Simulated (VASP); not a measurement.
# Ca (Immm) in VASP: notebook, part 2 of 2

VASP 6.6.1.

**5. Relaxation of cell and atoms, PBEsol, target pressure 20 GPa, at which the enthalpy is minimised**

INCAR reads:

```
PREC = Accurate
ENCUT = 600
EDIFF = 1E-6
ISMEAR = -1
SIGMA = 0.05
LREAL = False
LASPH = True
NELM = 80
ALGO = Fast
ISIF = 3
LWAVE = False
LCHARG = False
GGA = PS
IBRION = 2
NSW = 60
EDIFFG = -0.01
PSTRESS = 200.0
```

KPOINTS reads:

```
regular mesh
0
Gamma
  9 9 9
```

POSCAR reads:

```
Ca
1.0
   -2.0964874600      2.1017318100      2.4453524600
    2.0964874600     -2.1017318100      2.4453524600
    2.0964874600      2.1017318100     -2.4453524600
Ca
1
Direct
    0.5000000000      0.5000000000      0.0000000000
```

Potentials or basis: VASP PAW PBE potentials, release 64 (Ca_sv).

On the command line:

```bash
cat potpaw_PBE.64/Ca_sv/POTCAR > POTCAR
mpirun -np 1 vasp_std > vasp.out
```

OUTCAR:

```text
PREC = Accurate
   ENCUT = 600
   EDIFF = 1E-6
   ISMEAR = -1
   LREAL = False
   LASPH = True
   NELM = 80
   ISIF = 3
   GGA = PS
   IBRION = 2
   NSW = 60
   EDIFFG = -0.01
   PSTRESS = 200.0

 ion  position               nearest neighbor table
   1  0.500  0.500  0.000-

  LATTYP: Found a body centered orthorhombic cell.
 ALAT       =     4.1929749200
 B/A-ratio  =     1.0025014936
 C/A-ratio  =     1.1664045250

  Lattice vectors:

 A1 = (  -2.0964874600,   2.1017318100,   2.4453524600)
 A2 = (   2.0964874600,  -2.1017318100,   2.4453524600)
 A3 = (   2.0964874600,   2.1017318100,  -2.4453524600)

Analysis of symmetry for initial positions (statically):
=====================================================================
 Subroutine PRICEL returns:
 Original cell was already a primitive cell.

 Routine SETGRP: Setting up the symmetry group for a
 body centered orthorhombic supercell.

 Subroutine GETGRP returns: Found  8 space group operations
 (whereof  8 operations were pure point group operations)
 out of a pool of  8 trial point group operations.

The static configuration has the point symmetry D_2h.

Analysis of symmetry for dynamics (positions and initial velocities):
[... 137 lines left out ...]
   IVDW    =     0    specifies the selected vdW correction
   LEPSILON=     F    determine dielectric tensor
   LRPA    =     F    only Hartree local field effects (RPA)
 conjugate gradient relaxation of ions
 non-spin polarized calculation
 RMM-DIIS sequential band-by-band and
  energy-cutoff  :      600.00
  volume of cell :       43.10
 maximum number of plane-waves:      1448
   NGX = 15   NGY = 15   NGZ = 15

--------------------------------------- Ionic step        1  -------------------------------------------

 number of electron      10.0000001 magnetization

 Free energy of the ion-electron system (eV)
  ---------------------------------------------------
  ext. energy  EPLUGINS =         0.00000000
  ---------------------------------------------------
  free energy    TOTEN  =        -2.11901426 eV

  energy without entropy =       -2.10567862  energy(sigma->0) =       -2.11234644

 E-fermi :   1.8398     XC(G=0):  -7.7431

 val. band max:        1.8340783688   @ k =  -0.4444  -0.2222   0.1111
 cond. band min:       1.8435058722   @ k =  -0.2222  -0.4444   0.1111
 fundamental gap:      0.0094275034
 Fermi energy:         1.8398107571
[... 691 lines left out ...]
  energy  without entropy=       -0.9249465264  energy(sigma->0) =       -0.92911921

  enthalpy is  TOTEN    =         2.1203442260 eV   P V=        3.0536361117

[... ionic steps 4 to 16 ...]

--------------------------------------- Ionic step       17  -------------------------------------------

 number of electron      10.0000000 magnetization

------------------------ aborting loop because EDIFF is reached ----------------------------------------
[... 69 lines left out ...]
--------------------------------------- Ionic step       19  -------------------------------------------

 number of electron      10.0000000 magnetization

 Free energy of the ion-electron system (eV)
  ---------------------------------------------------
  ext. energy  EPLUGINS =         0.00000000
  ---------------------------------------------------
  free energy    TOTEN  =        -1.41686846 eV

  energy without entropy =       -1.41095013  energy(sigma->0) =       -1.41390929

 E-fermi :   4.5482     XC(G=0):  -9.8400

 val. band max:        4.5227325877   @ k =  -0.4444  -0.3333   0.2222
 cond. band min:       4.5684892062   @ k =  -0.3333  -0.4444   0.1111
 fundamental gap:      0.0457566185
 Fermi energy:         4.5481644748
[... 320 lines left out ...]
  energy  without entropy=       -1.4109501255  energy(sigma->0) =       -1.41390929

  enthalpy is  TOTEN    =         1.5838336688 eV   P V=        3.0007021245

 reached required accuracy - stopping structural energy minimisation
```

OSZICAR:

```text
N       E                     dE             d eps       ncg     rms          rms(c)
DAV:   1     0.695958918843E+02    0.69596E+02   -0.58055E+03  2250   0.109E+03
DAV:   2     0.818924160436E+00   -0.68777E+02   -0.68522E+02  2296   0.242E+02
DAV:   3    -0.194682473626E+01   -0.27657E+01   -0.27573E+01  3796   0.461E+01
DAV:   4    -0.212206706386E+01   -0.17524E+00   -0.17514E+00  3164   0.761E+00
[... 224 lines left out ...]
  18 F= 0.15838342E+01 E0= 0.15867942E+01  d E =-.796420E-04
       N       E                     dE             d eps       ncg     rms          rms(c)
DAV:   1    -0.141687037722E+01    0.48261E-03   -0.86560E-05  2370   0.119E-01    0.821E-03
RMM:   2    -0.141686874924E+01    0.16280E-05   -0.36731E-06  1980   0.251E-02    0.393E-03
RMM:   3    -0.141686845568E+01    0.29356E-06   -0.24288E-06  1801   0.167E-02
  19 F= 0.15838337E+01 E0= 0.15867928E+01  d E =-.802134E-04
```

Wall time 6.6 min (1 thread of Intel Xeon Platinum 8559C (Emerald Rapids), shared host); peak memory 0.25 GiB.

Results:

```yaml
Free_energy: -1.4169 eV
Relaxed_volume: 24.04 Å³/atom
Relaxed_cell: a = 3.149 Å, b = 3.149 Å, c = 3.149 Å, α = 109.32°, β = 109.62°, γ = 109.48°
Space_group_after_relaxing_to_0.1_Å: Im-3m (No. 229)
Energy_change_on_relaxing_the_run_minimises_the_enthalpy: +702.1 meV/atom
Ionic_steps: 19
Pressure_after_relaxing: 20.0 GPa
Band_gap_on_the_k_mesh: zero (bands 5 and 6 overlap by 1.25 eV)
```

Step by step:
| step | energy change (eV) | largest force (eV/Å) | pressure (GPa) | volume (Å³) |
| --- | --- | --- | --- | --- |
| 1 | 0.0000 | 0.0000 | -1.02 | 43.10 |
| 2 | 2.3653 | 0.0000 | 55.09 | 16.57 |
| 3 | 1.1857 | 0.0000 | 17.43 | 24.46 |
| 4 | 0.7728 | 0.0000 | 21.55 | 23.60 |
| 5 | 0.7312 | 0.0000 | 20.56 | 23.92 |
| 6 | 0.6951 | 0.0000 | 19.75 | 24.19 |
| 7 | 0.6566 | 0.0000 | 18.85 | 24.49 |
| 8 | 0.6572 | 0.0000 | 18.90 | 24.48 |
| 9 | 0.6600 | 0.0000 | 19.01 | 24.43 |
| 10 | 0.6709 | 0.0000 | 19.28 | 24.31 |
| 11 | 0.7158 | 0.0000 | 20.34 | 23.94 |
| 12 | 0.6859 | 0.0000 | 19.66 | 24.17 |
| 13 | 0.6902 | 0.0000 | 19.71 | 24.13 |
| 14 | 0.6915 | 0.0000 | 19.73 | 24.12 |
| 15 | 0.7067 | 0.0000 | 20.09 | 24.00 |
| 16 | 0.7026 | 0.0000 | 20.05 | 24.03 |
| 17 | 0.7008 | 0.0000 | 19.95 | 24.05 |
| 18 | 0.7017 | 0.0000 | 19.96 | 24.04 |
| 19 | 0.7021 | 0.0000 | 20.00 | 24.04 |

Final structure:
```yaml
crystal:
  lattice:
    - [-1.82154, 1.81482, 1.81790]
    - [1.82154, -1.81482, 1.81790]
    - [1.82154, 1.81482, -1.81790]
  atoms:
    - { symbol: Ca, position: [0.50000, 0.50000, 0.00000] }
```

Caveat: the cell is relaxed towards a set pressure, so the run minimises the enthalpy, not the energy; the volume moved by over 15 % at a fixed basis, so the end points are rough; the PAW data sets were made with another functional, which shifts forces and pressure a little.

**6. Overview**

```csv
cell,gap on the mesh (eV),pressure (GPa)
relaxed to 2 GPa,-,2.0
relaxed to 5 GPa,none,5.0
relaxed to 10 GPa,none,10.0
relaxed to 20 GPa,none,20.0
```

Alike in all rows: task relaxation of cell and atoms; level PBEsol; potentials or basis VASP PAW PBE potentials, release 64 (Ca_sv); no spin polarisation; k mesh 9 × 9 × 9; cutoff (eV) 600; smearing fermi-dirac 0.05 eV.

Caveats: the cell is relaxed towards a set pressure, so the run minimises the enthalpy, not the energy; the PAW data sets were made with another functional, which shifts forces and pressure a little; the volume moved by over 15 % at a fixed basis, so the end points are rough (at least some runs).

Total energies depend on the potentials used, so only differences within one code and one set of settings carry meaning.

The gap in the log of VASP goes by the Fermi energy; the results here count the filled bands.